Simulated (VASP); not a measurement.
Input of a VASP 6.6.1 run:

Contents of INCAR:

```
SYSTEM = B5Pt
ALGO = Normal
EDIFF = 1E-6
ENCUT = 520
GGA = PE
ISIF = 2
ISMEAR = 0
LASPH = .TRUE.
LCHARG = .TRUE.
LELF = .TRUE.
LREAL = .FALSE.
LVHAR = .TRUE.
LWAVE = .FALSE.
NBANDS = 22
NELM = 100
PREC = Accurate
SIGMA = 0.1
```

File KPOINTS:

```
k-points
0
G
  8 8 2
  0 0 0
```

Contents of POSCAR:

```
B5Pt
1.0
    2.8218373564      0.0000000000      0.0000000000
    0.0000000000      2.8218373564      0.0000000000
    0.0000000000      0.0000000000      6.0192541936
B Pt
5 1
Direct
    0.5000000000      0.5000000000      0.3635187581
    0.5000000000      0.5000000000      0.6364812419
    0.0000000000      0.0000000000      0.2280531807
    0.0000000000      0.0000000000      0.7719468193
    0.0000000000      0.0000000000      0.5000000000
    0.5000000000      0.5000000000      0.0000000000
```

Potentials or basis: VASP PAW PBE potentials, release 64 (B, Pt).

Launch:

```console
$ cat potpaw_PBE.64/B/POTCAR potpaw_PBE.64/Pt/POTCAR > POTCAR
$ mpirun -np 1 vasp_std > vasp.out
```

(1) What does it give for the largest force?

(2) What does it give for the pressure?

## Answers

(1) 0.030 eV/Å.

(2) -0.1 GPa.

Caveat: the k points lie up to 0.52 Å⁻¹ apart.
